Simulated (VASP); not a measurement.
Here is a VASP 6.6.1 calculation.

File POSCAR:

```
BN
1.0
    0.0000000000      1.8048245478      1.8048245478
    1.8048245478      0.0000000000      1.8048245478
    1.8048245478      1.8048245478      0.0000000000
B N
1 1
Direct
    0.0000000000      0.0000000000      0.0000000000
    0.2500000000      0.2500000000      0.2500000000
```

INCAR.step1

```
ALGO     = Normal         # electronic algorithm
EDIFF    = 1E-5           # SCF threshold, eV
ENCUT    = 520            # plane-wave cutoff, eV
GGA      = PE             # functional
ISIF     = 2              # what is computed and relaxed
ISMEAR   = 0              # smearing method
LASPH    = T              # aspherical terms in the spheres
LCHARG   = F              # write CHGCAR
LREAL    = F              # projectors in reciprocal space
LWAVE    = T              # write WAVECAR
NBANDS   = 11             # bands
NELM     = 80             # most SCF steps
PREC     = Accurate       # precision mode
SIGMA    = 0.01           # smearing width, eV
```

Contents of INCAR.step2:

```
ALGO     = Normal         # electronic algorithm
EDIFF    = 1E-6           # SCF threshold, eV
ENCUT    = 520            # plane-wave cutoff, eV
GGA      = PE             # functional
HFSCREEN = 0.2079         # screening, 1/A
ISIF     = 2              # what is computed and relaxed
ISMEAR   = 0              # smearing method
ISTART   = 1            
LASPH    = T              # aspherical terms in the spheres
LCHARG   = F              # write CHGCAR
LHFCALC  = T              # exact exchange
LREAL    = F              # projectors in reciprocal space
LWAVE    = F              # write WAVECAR
NBANDS   = 11             # bands
NELM     = 80             # most SCF steps
PREC     = Accurate       # precision mode
PRECFOCK = Normal       
SIGMA    = 0.01           # smearing width, eV
```

KPOINTS

```
k-points
0
Gamma
  8 8 8
```

Potentials or basis: VASP PAW PBE potentials, release 64 (B, N).

Run with:

```console
$ cat potpaw_PBE.64/B/POTCAR potpaw_PBE.64/N/POTCAR > POTCAR
$ cp INCAR.step1 INCAR
$ mpirun -np 1 vasp_std > vasp.out
$ cp INCAR.step2 INCAR
$ mpirun -np 1 vasp_std > vasp.out
```

Question: What does it give for the band gap on the k mesh?

Answer: 5.78 eV, indirect (least direct gap 10.57 eV).

Question: What does it give for the pressure?

Answer: -3.9 GPa.

Caveat: the PAW data sets were made with another functional, which shifts forces and pressure a little. A k mesh can miss the band edges.
